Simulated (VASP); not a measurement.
# Y3Si2F (P4mm) in VASP: notebook

Runs on Y3Si2F. Level: PBE. Tasks: single point.

Program: VASP 6.6.1. These are calculated values, not measurements. Logs are shortened: lines on timing, memory, paths and dates and some standing lists are left out, and cuts for length are marked.

## Step 1: The cell of the first run

The structure is tetragonal, space group P4mm (No. 99). The conventional cell has a = 4.056 Å, b = 4.056 Å, c = 7.122 Å, α = 90.00°, β = 90.00°, γ = 90.00°. Within 3.7 Å of Y (site symmetry 4mm) lie 5 Y at 2.83 to 3.35 Å and 4 Si at 3.15 Å and 4 F at 3.20 Å. Within 2.7 Å of Y (site symmetry 4mm) lie 4 Si at 2.07 Å. Y (site symmetry 4mm) has 2 F at 3.16 to 3.96 Å and 12 Y at 3.35 to 4.06 Å and 4 Si at 3.60 Å within 4.2 Å. Si (site symmetry 2mm) has 2 Y at 2.07 Å and 2 F at 2.25 Å within 2.7 Å. Within 3.0 Å of F (site symmetry 4mm) lie 4 Si at 2.25 Å.

## Step 2: Single point, PBE

INCAR

```
ALGO = Normal
EDIFF = 1E-6
ENCUT = 520
GGA = PE
ISIF = 2
ISMEAR = 0
LASPH = True
LCHARG = False
LREAL = False
LWAVE = False
NBANDS = 33
NELM = 100
PREC = Accurate
SIGMA = 0.1
```

KPOINTS

```
k-points
0
Gamma
  4 4 4
```

POSCAR

```
Y3Si2F
1.0
    4.0564168500      0.0000000000      0.0000000000
    0.0000000000      4.0564168500      0.0000000000
    0.0000000000      0.0000000000      7.1224207500
Y Si F
3 2 1
Direct
    0.5000000000      0.5000000000      0.4477076400
    0.5000000000      0.5000000000      0.8445648500
    0.0000000000      0.0000000000      0.2042878200
    0.5000000000      0.0000000000      0.7863952400
    0.0000000000      0.5000000000      0.7863952400
    0.0000000000      0.0000000000      0.6482255000
```

Potentials or basis: VASP PAW PBE potentials, release 64 (Y_sv, Si, F).

Command:

```console
$ cat potpaw_PBE.64/Y_sv/POTCAR potpaw_PBE.64/Si/POTCAR potpaw_PBE.64/F/POTCAR > POTCAR
$ mpirun -np 1 vasp_std > vasp.out
```

OUTCAR:

```text
EDIFF = 1E-6
   ENCUT = 520
   GGA = PE
   ISIF = 2
   ISMEAR = 0
   LASPH = True
   LREAL = False
   NELM = 100
   PREC = Accurate

 ion  position               nearest neighbor table
   1  0.500  0.500  0.448-   2 2.83   4 3.15   5 3.15   4 3.15   5 3.15   3 3.35   3 3.35   3 3.35
                             3 3.35   2 4.30
   2  0.500  0.500  0.845-   4 2.07   5 2.07   4 2.07   5 2.07   1 2.83   3 3.85   3 3.85   3 3.85
                             3 3.85   1 4.30
   3  0.000  0.000  0.204-   1 3.35   1 3.35   1 3.35   1 3.35   5 3.60   5 3.60   4 3.60   4 3.60
                             2 3.85   2 3.85   2 3.85   2 3.85
   4  0.500  0.000  0.786-   2 2.07   2 2.07   6 2.25   6 2.25   5 2.87   5 2.87   5 2.87   5 2.87
                             1 3.15   1 3.15   3 3.60   3 3.60
   5  0.000  0.500  0.786-   2 2.07   2 2.07   6 2.25   6 2.25   4 2.87   4 2.87   4 2.87   4 2.87
                             1 3.15   1 3.15   3 3.60   3 3.60
   6  0.000  0.000  0.648-   4 2.25   5 2.25   5 2.25   4 2.25

  LATTYP: Found a simple tetragonal cell.
 ALAT       =     4.0564168500
 C/A-ratio  =     1.7558404408

  Lattice vectors:

 A1 = (   4.0564168500,   0.0000000000,   0.0000000000)
 A2 = (   0.0000000000,   4.0564168500,   0.0000000000)
 A3 = (   0.0000000000,   0.0000000000,   7.1224207500)

Analysis of symmetry for initial positions (statically):
=====================================================================
 Subroutine PRICEL returns:
 Original cell was already a primitive cell.

 Routine SETGRP: Setting up the symmetry group for a
 simple tetragonal supercell.

 Subroutine GETGRP returns: Found  8 space group operations
 (whereof  8 operations were pure point group operations)
 out of a pool of 16 trial point group operations.

The static configuration has the point symmetry C_4v.

Analysis of symmetry for dynamics (positions and initial velocities):
=====================================================================
 Subroutine PRICEL returns:
 Original cell was already a primitive cell.

 Routine SETGRP: Setting up the symmetry group for a
 simple tetragonal supercell.

 Subroutine GETGRP returns: Found  8 space group operations
 (whereof  8 operations were pure point group operations)
 out of a pool of 16 trial point group operations.

The dynamic configuration has the point symmetry C_4v.

 Subroutine INISYM returns: Found  8 space group operations
[... 98 lines left out ...]
   EDIFF  = 0.1E-05   stopping-criterion for ELM
   LREAL  =      F    real-space projection
   EDIFFG = 0.1E-04   stopping-criterion for IOM
   NSW    =      0    number of steps for IOM
   IBRION =     -1    ionic relax: 0-MD 1-quasi-New 2-CG
   NFREE  =      0    steps in history (QN), initial steepest desc. (CG)
   ISIF   =      2    stress and relaxation
   ISYM   =      2    0-nonsym 1-usesym 2-fastsym
   POTIM  = 0.5000    time-step for ionic-motion
   TEBEG  =    0.0;   TEEND  =   0.0 temperature during run
   PSTRESS=    0.0 pullay stress
   NELECT =      48.0000    total number of electrons
   NUPDOWN=      -1.0000    fix difference up-down
   EMIN   =  10.00;   EMAX   =-10.00  energy-range for DOS
   EFERMI =   0.00;   METHOD = LEGACY
   ISMEAR =     0;   SIGMA  =   0.10  broadening in eV -4-tet -1-fermi 0-gaus
   EFERMI_NEDOS =   21; number of points for ismear=-14 and -15
   IALGO  =     38    algorithm
   IMIX   =      4    mixing-type and parameters
     AMIX     =   0.40;   BMIX     =  1.00
     AMIX_MAG =   1.60;   BMIX_MAG =  1.00
  volume/ion in A,a.u.               =      19.53       131.81
  Fermi-wavevector in a.u.,A,eV,Ry     =   1.215769  2.297470 20.110686  1.478094
  Thomas-Fermi vector in A             =   2.351145
   LORBIT       =      0    0 simple, 1 ext, 2 COOP (PROOUT), +10 PAW based schemes
   GGA     = PE    functional components
   LHFCALC =     F    Hartree Fock is set to
   AEXX    =    0.0000 exact exchange contribution
   IVDW    =     0    specifies the selected vdW correction
   LEPSILON=     F    determine dielectric tensor
   LRPA    =     F    only Hartree local field effects (RPA)
 non-spin polarized calculation
 Gauss-broadening in eV      SIGMA  =   0.10
  energy-cutoff  :      520.00
  volume of cell :      117.20
 maximum number of plane-waves:      3178
   NGX = 15   NGY = 15   NGZ = 27

 number of electron      47.9999990 magnetization

 Free energy of the ion-electron system (eV)
  ---------------------------------------------------
  ext. energy  EPLUGINS =         0.00000000
  ---------------------------------------------------
  free energy    TOTEN  =       -21.36972273 eV

  energy without entropy =      -21.32446940  energy(sigma->0) =      -21.34709606

 E-fermi :   5.1395     XC(G=0): -10.2888

 val. band max:        5.1218639021   @ k =   0.5000   0.0000   0.5000
 cond. band min:       5.1531753693   @ k =   0.2500   0.0000   0.2500
 fundamental gap:      0.0313114672
 Fermi energy:         5.1395346983

 k-point     1 :       0.0000    0.0000    0.0000
  band No.  band energies     occupation
      1     -37.9219      2.00000
      2     -37.3315      2.00000
      3     -35.7392      2.00000
      4     -19.4625      2.00000
      5     -18.0163      2.00000
      6     -17.8430      2.00000
[... 637 lines left out ...]
     32       9.2054      0.00000
     33       9.3750      0.00000

------------------------ aborting loop because EDIFF is reached ----------------------------------------

  FORCE on cell =-STRESS in cart. coord.  units (eV):
  Direction    XX          YY          ZZ          XY          YZ          ZX
  --------------------------------------------------------------------------------------
  -------------------------------------------------------------------------------------
  Total       40.2294448     40.2294448      2.7015745      0.0000000      0.0000000      0.0000000
  in kB      549.9735955    549.9735955     36.9330135      0.0000000      0.0000000      0.0000000
  external PRESSURE =     378.9600682 kB  Pullay stress =       0.0000000 kB

 VOLUME and BASIS-vectors are now :
 -----------------------------------------------------------------------------
  energy-cutoff  :      520.00
  volume of cell :      117.20
      direct lattice vectors                 reciprocal lattice vectors
     4.056416850  0.000000000  0.000000000     0.246522987  0.000000000  0.000000000
     0.000000000  4.056416850  0.000000000     0.000000000  0.246522987  0.000000000
     0.000000000  0.000000000  7.122420750     0.000000000  0.000000000  0.140401703

 POSITION                                       TOTAL-FORCE (eV/Angst)
 -----------------------------------------------------------------------------------
      2.02821      2.02821      3.18876         0.000000      0.000000      1.500635
      2.02821      2.02821      6.01535         0.000000      0.000000      9.342096
      0.00000      0.00000      1.45502         0.000000     -0.000000     -1.740673
      2.02821      0.00000      5.60104         0.000000     -0.000000     -3.076116
      0.00000      2.02821      5.60104         0.000000     -0.000000     -3.076116
      0.00000      0.00000      4.61693         0.000000     -0.000000     -2.949827
 -----------------------------------------------------------------------------------
    total drift:                                0.000000      0.000000     -0.000320

  FREE ENERGIE OF THE ION-ELECTRON SYSTEM (eV)
  ---------------------------------------------------
  free  energy   TOTEN  =       -21.3697227264 eV

  energy  without entropy=      -21.3244694021  energy(sigma->0) =      -21.34709606
```

stdout:

```text
POSCAR found type information on POSCAR Y SiF
 POSCAR found :  3 types and       6 ions
 scaLAPACK will be used
 LDA part: xc-table for (Slater+PW92), standard interpolation
 POSCAR, INCAR and KPOINTS ok, starting setup
 FFT: planning ... GRIDC
 FFT: planning ... GRID_SOFT
 FFT: planning ... GRID
 WAVECAR not read
 entering main loop
```

Wall time 62 s (1 thread of Intel Xeon Platinum 8488C (Sapphire Rapids), shared host); peak memory 0.25 GiB.

Results:

```yaml
Free_energy: -21.3697 eV
Pressure: 37.9 GPa
Largest_force: 9.342 eV/Å
Band_gap_on_the_k_mesh: zero (band 24 reaches 5.33 eV, above the bottom of band 25 at 4.92 eV)
```

Forces on the atoms (eV/Å):
```
Y    0.000  0.000  1.501
Y    0.000  0.000  9.342
Y    0.000  0.000 -1.741
Si   0.000  0.000 -3.076
Si   0.000  0.000 -3.076
F    0.000  0.000 -2.950
```

Caveat: the k points lie up to 0.39 Å⁻¹ apart; forces of over 1 eV/Å act on the atoms, so gaps and moduli don't describe the material at rest.

## Step 3: Single point, PBE

This run uses another cell than the first one, of 22.62 Å³/atom, 1.158 times its volume.

INCAR

```
SYSTEM = Y3Si2F
PREC = Accurate
ENCUT = 520
EDIFF = 1E-6
ISMEAR = 0
SIGMA = 0.1
LREAL = .FALSE.
LASPH = .TRUE.
NELM = 80
ALGO = Normal
ISIF = 2
LWAVE = .FALSE.
LCHARG = .FALSE.
GGA = PE
NBANDS = 33
```

KPOINTS

```
Automatic mesh
0
G
  4 4 4
  0 0 0
```

POSCAR

```
Y3Si2F
1.0
    3.6177517761      0.0000000000      0.0000000000
    0.0000000000      3.6177517761      0.0000000000
    0.0000000000      0.0000000000     10.3719718554
Y Si F
3 2 1
Direct
    0.5000000000      0.5000000000      0.5373296050
    0.5000000000      0.5000000000      0.9758810014
    0.0000000000      0.0000000000      0.2396765340
    0.5000000000      0.0000000000      0.7523251623
    0.0000000000      0.5000000000      0.7523251623
    0.0000000000      0.0000000000      0.4600388249
```

Potentials or basis: VASP PAW PBE potentials, release 64 (Y_sv, Si, F).

Command:

```console
$ cat potpaw_PBE.64/Y_sv/POTCAR potpaw_PBE.64/Si/POTCAR potpaw_PBE.64/F/POTCAR > POTCAR
$ mpirun -np 1 vasp_std > vasp.out
```

Run time: 65 s. Hardware: 1 thread of Intel Xeon Platinum 8488C (Sapphire Rapids), shared host; peak memory 0.28 GiB.

Results (log left out):

- Free energy: -37.6585 eV
- Pressure: -0.1 GPa
- Largest force: 0.034 eV/Å
- Band gap on the k mesh: zero (band 24 reaches 4.58 eV, above the bottom of band 25 at 4.31 eV)

Forces on the atoms (eV/Å):
```
Y    0.000  0.000 -0.004
Y    0.000  0.000  0.034
Y    0.000  0.000 -0.010
Si   0.000  0.000 -0.011
Si   0.000  0.000 -0.011
F    0.000  0.000  0.003
```

Stress tensor (GPa, compression positive):
```
-0.10  0.00  0.00
 0.00 -0.10  0.00
 0.00  0.00  0.03
```

Levels at points of the mesh, in eV from the Fermi level:
| k point | band 20 | band 21 | band 22 | band 23 | band 24 | band 25 | band 26 | band 27 | band 28 | band 29 |
| --- | --- | --- | --- | --- | --- | --- | --- | --- | --- | --- |
| (0.00, 0.00, 0.00) | -2.09 | -1.94 | -1.94 | -1.15 | -0.56 | 0.01 | 0.62 | 1.47 | 2.11 | 2.20 |
| (0.50, 0.00, 0.00) | -2.02 | -1.23 | -0.48 | -0.11 | -0.09 | 0.53 | 0.69 | 0.76 | 1.75 | 2.10 |
| (0.50, 0.50, 0.00) | -4.84 | -1.30 | -1.30 | -1.04 | -0.44 | 0.45 | 0.45 | 1.59 | 1.65 | 2.09 |
| (0.00, 0.00, 0.50) | -2.07 | -1.94 | -1.94 | -1.43 | -0.75 | 0.32 | 0.56 | 1.08 | 2.08 | 2.45 |
| (0.50, 0.00, 0.50) | -2.06 | -1.17 | -0.33 | -0.15 | -0.08 | 0.36 | 0.65 | 0.77 | 1.96 | 2.00 |
| (0.50, 0.50, 0.50) | -4.82 | -1.26 | -1.26 | -1.18 | -0.59 | 0.27 | 0.27 | 1.95 | 2.44 | 2.44 |

Caveat: the k points lie up to 0.43 Å⁻¹ apart.
